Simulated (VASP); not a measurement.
A run of VASP 6.6.1:

Contents of INCAR:

```
SYSTEM = Co
PREC = Accurate
ENCUT = 520
EDIFF = 1E-6
ISMEAR = -1
SIGMA = 0.05
LREAL = .FALSE.
LASPH = .TRUE.
NELM = 150
ALGO = Normal
ISIF = 2
LWAVE = .FALSE.
LCHARG = .TRUE.
ISPIN = 2
MAGMOM = 1.889
LORBIT = 11
LMAXMIX = 4
GGA = RP
LELF = .TRUE.
LVHAR = .TRUE.
NBANDS = 14
```

KPOINTS

```
regular mesh
0
G
  25 25 25
  0 0 0
```

The input POSCAR:

```
Co
1.0
   -1.4199024560      1.4199024560      1.4199024560
    1.4199024560     -1.4199024560      1.4199024560
    1.4199024560      1.4199024560     -1.4199024560
Co
1
Direct
    0.0000000000      0.0000000000      0.0000000000
```

Potentials or basis: VASP PAW PBE potentials, release 64 (Co).

Command:

```console
$ cat potpaw_PBE.64/Co/POTCAR > POTCAR
$ mpirun -np 1 vasp_std > vasp.out
```

Hardware: 1 thread of Intel Xeon 8259CL, on a shared host.

How long does it take, and how much memory?

It took 3.3 min on 1 thread of Intel Xeon 8259CL, on a shared host, peak memory 0.22 GiB. Counts: scf iterations 13, k points 455.
